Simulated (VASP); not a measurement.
Here is a VASP 6.6.1 calculation.

INCAR

```
ALGO = All ; EDIFF = 1E-6
ENCUT = 550 ; GGA_COMPAT = F
ISEARCH = 1 ; ISIF = 2
ISMEAR = -1 ; KPAR = 4
LASPH = T ; LCHARG = F
LREAL = F ; LWAVE = F
NBANDS = 25 ; NELM = 300
PREC = Accurate ; SIGMA = 0.05
```

Contents of KPOINTS:

```
k-points
0
Gamma
  7 7 9
```

Contents of POSCAR:

```
Ti
1.0
    4.5673748306      0.0000000000      0.0000000000
   -2.2836874153      3.9554626319      0.0000000000
    0.0000000000      0.0000000000      2.8262442700
Ti
3
Direct
    0.6666666667      0.3333333333      0.5000000000
    0.3333333333      0.6666666667      0.5000000000
    0.0000000000      0.0000000000      0.0000000000
```

Potentials or basis: VASP PAW LDA potentials, release 64 (Ti_sv).

Run with:

```console
$ cat potpaw_LDA.64/Ti_sv/POTCAR > POTCAR
$ mpirun -np 4 vasp_std > vasp.out
```

**Question.** Estimate the pressure.

**Answer.** -8.1 GPa.

**Question.** What does it give for the band gap on the k mesh?

**Answer.** Zero (bands 18 and 19 overlap by 0.27 eV).

Stress tensor (GPa, compression positive):
```
-8.25  0.00  0.00
 0.00 -8.25  0.00
 0.00  0.00 -7.79
```

Caveat: the cell stands under tension.
